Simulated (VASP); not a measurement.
## Mg5ZnO6: single point with LDA

Crystal: Mg5ZnO6.

```xyz
12
Lattice="3.0186 0.0000 0.0000 0.0000 3.0186 0.0000 0.0000 0.0000 12.7993" Properties=species:S:1:pos:R:3 pbc="T T T"
Mg    0.0000    0.0000    8.5190
Mg    1.5093    1.5093    6.3996
Mg    0.0000    0.0000    4.2803
Mg    1.5093    1.5093    2.1350
Mg    1.5093    1.5093   10.6642
Zn    0.0000    0.0000    0.0000
O     0.0000    0.0000    6.3996
O     1.5093    1.5093    4.2753
O     0.0000    0.0000    2.1643
O     1.5093    1.5093    0.0000
O     0.0000    0.0000   10.6350
O     1.5093    1.5093    8.5240
```

```yaml
Program: VASP 6.6.1
Task: single point
Functional: LDA
Potentials_or_basis: VASP PAW LDA potentials, release 64 (Mg, Zn, O)
Cutoff: 520 eV
k_mesh: 8 × 8 × 2
Occupations: gaussian, width 0.02 eV
Spin: no spin polarisation
Dipole_correction: no
k_mesh_for_the_DOS: 12 × 12 × 3
Occupations_for_the_DOS: tetrahedron
Further_INCAR_settings: ALGO = Normal; EDIFF = 1e-06; NBANDS = 41
```

```yaml
Valence_electrons_inside_the_program's_atomic_spheres: Mg 0.40, 0.39 (each value once); Zn 10.75; O 5.05, 5.04, 5.03, 4.99 (each value once)
```

Levels at points of the mesh, in eV from the valence-band top:
```tsv
k point	band 27	band 28	band 29	band 30	band 31	band 32
(0.00, 0.00, 0.00)	-0.82	-0.77	-0.77	2.62	4.76	5.39
(0.50, 0.00, 0.00)	-1.31	-0.70	0.00	6.21	6.71	6.94
(0.50, 0.50, 0.00)	-2.11	-2.11	-2.07	5.10	8.48	8.48
```

Run time: 7 min on 1 thread of Oxide Virtual Turin-like Processor (shared host), peak memory 0.3 GiB.
